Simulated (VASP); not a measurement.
Set up this calculation in VASP 6.6.1, as the native input.

* Task: relaxation of the atoms
* Functional: PBE
* Potentials or basis: VASP PAW PBE potentials, release 64 (Al)
* Cutoff: 520 eV
* k mesh: 5 × 4 × 1
* Occupations: gaussian, width 0.1 eV
* Spin: no spin polarisation
* Dipole correction: yes
* Atoms held fixed (from 0): [0, 1, 2, 3, 4, 5, 6, 7, 8, 9, 10, 11, 12, 13, 14, 15]
* Further INCAR settings: LREAL = Auto; ALGO = Fast; EDIFF = 1e-06; IBRION = 2; EDIFFG = -0.025; NSW = 36
* Atoms held along some axes (from 0): atom 16 along a and b

The structure of Al lies in POSCAR:

```
Al
1.0
    5.7135165838      0.0000000000      0.0000000000
    0.0000000000      8.0801326416      0.0000000000
    0.0000000000      0.0000000000     19.7432786844
Al
17
Selective dynamics
Direct
    0.2500000000      0.2500000000      0.2026005946  F F F
    0.2500000000      0.7500000000      0.2026005946  F F F
    0.7500000000      0.2500000000      0.2026005946  F F F
    0.7500000000      0.7500000000      0.2026005946  F F F
    0.0000000000      0.0000000000      0.2749482107  F F F
    0.0000000000      0.5000000000      0.2749482107  F F F
    0.5000000000      0.0000000000      0.2749482107  F F F
    0.5000000000      0.5000000000      0.2749482107  F F F
    0.2500000000      0.2500000000      0.3495466410  F F F
    0.2500000000      0.7500000000      0.3495466410  F F F
    0.7500000000      0.2500000000      0.3495466410  F F F
    0.7500000000      0.7500000000      0.3495466410  F F F
    0.0000000000      0.0000000000      0.4175232906  F F F
    0.0000000000      0.5000000000      0.4175232906  F F F
    0.5000000000      0.0000000000      0.4175232906  F F F
    0.5000000000      0.5000000000      0.4175232906  F F F
    0.0833333333      0.0000000000      0.5491886924  F F T
```

One way to write it, as run:

INCAR

```
  PREC = Accurate
  ENCUT = 520
  EDIFF = 1E-6
  ISMEAR = 0
  SIGMA = 0.1
  LREAL = Auto
  LASPH = T
  NELM = 100
  ALGO = Fast
  ISIF = 2
  LWAVE = F
  LCHARG = F
  LDIPOL = T
  IDIPOL = 3
  DIPOL = 0.5 0.5 0.325
  GGA = PE
  IBRION = 2
  NSW = 36
  EDIFFG = -0.025
  KPAR = 4
```

KPOINTS

```
regular mesh
0
Gamma
  5 4 1
```

Potentials or basis: VASP PAW PBE potentials, release 64 (Al).

Launch:

```console
$ cat potpaw_PBE.64/Al/POTCAR > POTCAR
$ mpirun -np 4 vasp_std > vasp.out
```

It gave:

```
Energy gained by relaxing : 0.0 meV/atom
Ionic steps               : 3
Band gap on the k mesh    : zero (an odd number of electrons rules out a gap without spin polarisation)
```

Run time: 8.2 min on 4 MPI ranks on Oxide Virtual Turin-like Processor (shared host), peak memory 0.91 GiB a rank.
